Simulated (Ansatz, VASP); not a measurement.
## Two plane-wave programs on Ta2N

```xyz
9
Lattice="5.2288 0.0000 0.0000 -2.6144 4.5283 0.0000 0.0000 0.0000 4.8860" Properties=species:S:1:pos:R:3 pbc="T T T"
Ta    1.7439    3.0205    3.6771
Ta   -0.8705    1.5078    3.6771
Ta    1.7410    0.0000    3.6771
Ta    0.8705    1.5078    1.2090
Ta   -1.7439    3.0205    1.2090
Ta    3.4878    0.0000    1.2090
N     2.6144    1.5094    2.4430
N     0.0000    3.0188    2.4430
N     0.0000    0.0000    0.0000
```

Alike in both runs: functional LDA; k mesh 9 × 9 × 8; occupations fermi-dirac, width 0.15 eV; no spin polarisation.

Ansatz relaxed the structure, and its values are those at the end. VASP's run is a single point on that final structure, the one shown.

|  | VASP | Ansatz |
| --- | --- | --- |
| version | VASP 6.6.1 | Ansatz 0.2.0 |
| potentials or method | VASP PAW LDA potentials, release 64 (Ta_pv, N), cutoff 520 eV | scalar-relativistic, plane waves, PAW |
| valence electrons in the cell | 81 | 93 |

|  | VASP | Ansatz | Ansatz less VASP |
| --- | --- | --- | --- |
| gap on the k mesh at the Fermi level (eV) | none | none | - |
| pressure (GPa) | 1.6 | 0.0 | -1.59 |
| rms of the force components (eV/Å) | 0.008 | 0.000 | -0.0073 |

Ansatz warns that its potentials were made for another functional, while VASP's fit it. LDA's correlation is that of Perdew and Zunger in VASP and of Perdew and Wang (1992) in Ansatz. A gap of «none» marks a metal or a gap that the smearing closes. VASP's potentials hold 81 valence electrons a cell and Ansatz's 93, so a difference there can come from the potentials and not from the codes.

Neither program's run includes spin-orbit coupling.
